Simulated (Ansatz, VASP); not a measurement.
**Al5Fe2Co3: VASP beside Ansatz**

INCAR

```
PREC = Accurate ; ENCUT = 520
EDIFF = 1E-6 ; ISMEAR = 0
SIGMA = 0.2 ; LREAL = False
LASPH = True ; NELM = 150
ALGO = Fast ; ISIF = 2
LWAVE = False ; LCHARG = False
ISPIN = 2 ; MAGMOM = 0 0 0 0 0 0 0 0 0.66 0.66
LORBIT = 11 ; LMAXMIX = 4
GGA = PE ; NBANDS = 44
```

Contents of KPOINTS:

```
regular mesh
0
Gamma
  8 8 2
```

The input POSCAR:

```
Al5Fe2Co3
1.0
    2.8586129000      0.0000000000      0.0000000000
    0.0000000000      2.8586129000      0.0000000000
    0.0000000000      0.0000000000     14.3102227000
Al Co Fe
5 3 2
Direct
    0.0000000000      0.0000000000      0.8999720000
    0.0000000000      0.0000000000      0.1000280000
    0.0000000000      0.0000000000      0.3004020000
    0.0000000000      0.0000000000      0.5000000000
    0.0000000000      0.0000000000      0.6995980000
    0.5000000000      0.5000000000      0.0000000000
    0.5000000000      0.5000000000      0.1984430000
    0.5000000000      0.5000000000      0.8015570000
    0.5000000000      0.5000000000      0.3998400000
    0.5000000000      0.5000000000      0.6001600000
```

Input for Ansatz:

```yaml
crystal:
  lattice:
    - [2.8586129, 0.0, 0.0]
    - [0.0, 2.8586129, 0.0]
    - [0.0, 0.0, 14.3102227]
  atoms:
    - { symbol: Al, position: [0.0, 0.0, 0.899972] }
    - { symbol: Al, position: [0.0, 0.0, 0.100028] }
    - { symbol: Al, position: [0.0, 0.0, 0.300402] }
    - { symbol: Al, position: [0.0, 0.0, 0.5] }
    - { symbol: Al, position: [0.0, 0.0, 0.699598] }
    - { symbol: Co, position: [0.5, 0.5, 0.0] }
    - { symbol: Co, position: [0.5, 0.5, 0.198443] }
    - { symbol: Co, position: [0.5, 0.5, 0.801557] }
    - { symbol: Fe, position: [0.5, 0.5, 0.39984], spin: 0.66 }
    - { symbol: Fe, position: [0.5, 0.5, 0.60016], spin: 0.66 }
basis:
  ecutwfc: 420
kpoints:
  mp_grid: { grid: [8, 8, 2] }
hamiltonian:
  xc: pbe
scf:
  occupations: { method: gaussian, width: 0.2 }
  lower_state_search: "off"
output:
  forces: true
  stress: true
  eigenvalues: true
  populations: true
magnetization:
  spin_polarized: true
```

Alike in both runs: task single point; functional PBE; k mesh 8 × 8 × 2; occupations gaussian, width 0.2 eV; collinear spin.

|  | VASP | Ansatz |
| --- | --- | --- |
| version | VASP 6.6.1 | Ansatz 0.2.0 |
| potentials or method | VASP PAW PBE potentials, release 64 (Al, Co, Fe), cutoff 520 eV | scalar-relativistic, plane waves, PAW |
| valence electrons in the cell | 58 | 98 |

|  | VASP | Ansatz | Ansatz less VASP |
| --- | --- | --- | --- |
| gap on the k mesh at the Fermi level (eV) | none | none | - |
| pressure (GPa) | 0.2 | 0.2 | +0.03 |
| rms of the force components (eV/Å) | 0.009 | 0.008 | -0.0006 |
| net moment per atom (μB) | 0.11 | 0.11 | +0.001 |
| size of the moment on the site where the two differ most (μB) | 0.08 | 0.08 | +0.004 |

Site moments also hang on the region over which each program counts them. Atom by atom the forces differ by 0.001 eV/Å (rms over components). A gap of «none» marks a metal or a gap that the smearing closes. VASP's potentials hold 58 valence electrons a cell and Ansatz's 98, so a difference there can come from the potentials and not from the codes.
